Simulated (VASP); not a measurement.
A run of VASP 6.6.1 is set up as follows.

INCAR

```
PREC = Accurate
ENCUT = 600
EDIFF = 1E-6
ISMEAR = -1
SIGMA = 0.1
LREAL = False
LASPH = True
NELM = 120
ALGO = Normal
ISIF = 2
LWAVE = False
LCHARG = False
GGA = PS
NBANDS = 20
GGA_COMPAT = False
```

File KPOINTS:

```
Automatic mesh
0
Gamma
  12 12 4
```

Contents of POSCAR:

```
Al2O3
1.0
    3.0174830000      0.0000000000      0.0000000000
   -1.5087415000      2.6132169335      0.0000000000
    0.0000000000      0.0000000000      7.5746360000
Al O
2 3
Direct
    0.0000000000      0.0000000000      0.2779510000
    0.0000000000      0.0000000000      0.7220490000
    0.3333333333      0.6666666667      0.1994540000
    0.6666666667      0.3333333333      0.8005460000
    0.0000000000      0.0000000000      0.5000000000
```

Potentials or basis: VASP PAW PBE potentials, release 64 (Al, O).

Run with:

```sh
$ cat potpaw_PBE.64/Al/POTCAR potpaw_PBE.64/O/POTCAR > POTCAR
$ mpirun -np 1 vasp_std > vasp.out
```

**Question.** Estimate the band gap on the k mesh.

**Answer.** 2.20 eV.

**Question.** Predict the pressure.

**Answer.** -3.7 GPa.

**Question.** Predict the largest force.

**Answer.** 0.189 eV/Å.

Stress tensor (GPa, compression positive):
```
-4.13  0.00  0.00
 0.00 -4.13  0.00
 0.00  0.00 -2.81
```

Caveat: the cell stands under tension; the PAW data sets were made with another functional, which shifts forces and pressure a little. A k mesh can miss the band edges.
